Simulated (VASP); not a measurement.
## TiO2: relaxation of cell and atoms with PBE+D3(BJ)+U

TiO2:

```
Ti O
1.0
     1.50404    0.86836    4.89520
    -1.50404    0.86836    4.89520
     0.00000   -1.73672    4.89520
Ti O
1 2
Direct
  0.00000 0.00000 0.00000
  0.60176 0.60176 0.60176
  0.39824 0.39824 0.39824
```

- Program: VASP 6.6.1
- Task: relaxation of cell and atoms
- Functional: PBE
- Dispersion: D3(BJ)
- Potentials or basis: VASP PAW PBE potentials, release 64 (Ti_sv, O)
- Cutoff: 600 eV
- k mesh: 9 × 9 × 9
- Occupations: gaussian, width 0.02 eV
- Spin: no spin polarisation
- Hubbard terms: Ti d U = 4.0 eV
- Dipole correction: no
- Further INCAR settings: ALGO = Normal; EDIFF = 1e-07; IBRION = 2; EDIFFG = -0.005; NSW = 100; ISIF = 3

```json
{"Relaxed volume": "12.84 Å³/atom", "Relaxed cell": "a = 5.180 Å, b = 5.180 Å, c = 5.180 Å, α = 33.90°, β = 33.90°, γ = 33.90°", "Space group after relaxing (to 0.1 Å)": "R-3m (No. 166)", "Energy gained by relaxing": "3.0 meV/atom", "Ionic steps": "12", "Pressure after relaxing": "0.0 GPa", "Band gap on the k mesh": "2.93 eV (least direct gap 3.21 eV)", "Dispersion energy per atom": "-0.193 eV"}
```

Forces on the atoms (eV/Å):
```
Ti   0.000  0.000  0.000
O    0.000  0.000  0.002
O    0.000  0.000 -0.002
```

Step by step:
```tsv
step	energy change (eV)	largest force (eV/Å)	pressure (GPa)	volume (Å³)
1	0.0000	0.3880	3.38	38.36
2	0.0153	0.4943	-5.64	39.88
3	-0.0085	0.0440	-0.19	38.92
4	-0.0085	0.0506	-0.13	38.91
5	-0.0087	0.0257	-0.05	38.85
6	-0.0088	0.0116	-0.01	38.82
7	-0.0088	0.0011	-0.11	38.80
8	-0.0089	0.0225	-0.32	38.77
9	-0.0089	0.0217	-0.31	38.76
10	-0.0089	0.0189	-0.27	38.72
11	-0.0090	0.0133	-0.19	38.66
12	-0.0090	0.0022	-0.03	38.53
```

Final structure:
```
Ti O
1.0
     1.51017    0.87190    4.87722
    -1.51017    0.87190    4.87722
     0.00000   -1.74380    4.87722
Ti O
1 2
Direct
  0.00000 0.00000 0.00000
  0.60056 0.60056 0.60056
  0.39944 0.39944 0.39944
```

Levels at points of the mesh, in eV from the valence-band top:
| k point | band 8 | band 9 | band 10 | band 11 | band 12 | band 13 | band 14 | band 15 | band 16 |
| --- | --- | --- | --- | --- | --- | --- | --- | --- | --- |
| (0.00, 0.00, 0.00) | -3.78 | -3.78 | -0.58 | -0.58 | -0.33 | 2.93 | 2.93 | 4.40 | 6.42 |

Eigenvalues of the final occupation matrices:
```
    site  spin  trace               eigenvalues
site 1 d     1   0.81  0.09 0.09 0.09 0.27 0.27
site 1 d     2   0.81  0.09 0.09 0.09 0.27 0.27
```

Wall time 25 min on 1 thread of Oxide Virtual Turin-like Processor (shared host), peak memory 0.28 GiB.

A k mesh can miss the band edges.
